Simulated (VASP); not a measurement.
Write the native input for VASP 6.6.1 that does the following.

| Item | Value |
| --- | --- |
| Task | relaxation of cell and atoms |
| Functional | PBE |
| Potentials or basis | VASP PAW PBE potentials, release 64 (Ti_sv, Sn_d, O) |
| Cutoff | 600 eV |
| k mesh | 4 × 4 × 2 |
| Occupations | gaussian, width 0.1 eV |
| Spin | collinear spin |
| Starting moments | [1.0, 1.0, 1.0, 0.0, 0.0, 0.0, 0.0, 0.0, 0.0, 0.0, 0.0, 0.0] μB |
| Dipole correction | no |
| Further INCAR settings | ALGO = Normal; EDIFF = 1e-06; IBRION = 2; EDIFFG = -0.04; NSW = 90; ISIF = 3 |

The structure of Ti3SnO8 lies in POSCAR:

```
Ti3SnO8
1.0
    3.8490079800      0.0000000000      0.0000000000
    0.0000000000      3.8490079800      0.0000000000
    0.0000000000      0.0000000000      9.6775463700
Ti Sn O
3 1 8
Direct
    0.0000000000      0.0000000000      0.0000000000
    0.0000000000      0.5000000000      0.2500000000
    0.5000000000      0.0000000000      0.7500000000
    0.5000000000      0.5000000000      0.5000000000
    0.0000000000      0.0000000000      0.2081000100
    0.5000000000      0.5000000000      0.7081000100
    0.0000000000      0.5000000000      0.4581000100
    0.5000000000      0.0000000000      0.9581000100
    0.0000000000      0.5000000000      0.0418999900
    0.5000000000      0.0000000000      0.5418999900
    0.0000000000      0.0000000000      0.7918999900
    0.5000000000      0.5000000000      0.2918999900
```

One way to write it, as run:

INCAR

```
SYSTEM = Ti3SnO8
PREC = Accurate
ENCUT = 600
EDIFF = 1E-6
ISMEAR = 0
SIGMA = 0.1
LREAL = .False.
LASPH = .True.
NELM = 150
ALGO = Normal
ISIF = 3
LWAVE = .False.
LCHARG = .False.
ISPIN = 2
MAGMOM = 1 1 1 0 0 0 0 0 0 0 0 0
LORBIT = 11
LMAXMIX = 4
GGA = PE
IBRION = 2
NSW = 90
EDIFFG = -0.04
KPAR = 4
```

KPOINTS

```
regular mesh
0
Gamma
  4 4 2
  0 0 0
```

Potentials or basis: VASP PAW PBE potentials, release 64 (Ti_sv, Sn_d, O).

Run with:

```console
$ cat potpaw_PBE.64/Ti_sv/POTCAR potpaw_PBE.64/Sn_d/POTCAR potpaw_PBE.64/O/POTCAR > POTCAR
$ mpirun -np 4 vasp_std > vasp.out
```

It gave:

The relaxed volume is 12.36 Å³/atom and the relaxed cell is a = 3.841 Å, b = 3.841 Å, c = 10.049 Å, α = 90.00°, β = 90.00°, γ = 90.00°. The space group after relaxing (to 0.1 Å) is P-4m2 (No. 115) and the energy gained by relaxing is 44.7 meV/atom. The ionic steps are 16. The pressure after relaxing is 0.1 GPa. The largest force after relaxing is 0.027 eV/Å and the band gap on the k mesh is 2.11 eV (least direct gap 2.27 eV). The net moment is 0.00 μB per cell. The valence electrons inside the program's atomic spheres are Ti 10.21, 10.18 (each value once); Sn 12.34; O 5.06, 5.03, 5.08 (each value once).

Caveat: spin-orbit coupling is left out, which moves the levels of the heavy elements.

Wall time 9.9 min on 4 MPI ranks on AMD EPYC 9R14 (Zen 4) (shared host), peak memory 0.44 GiB a rank.
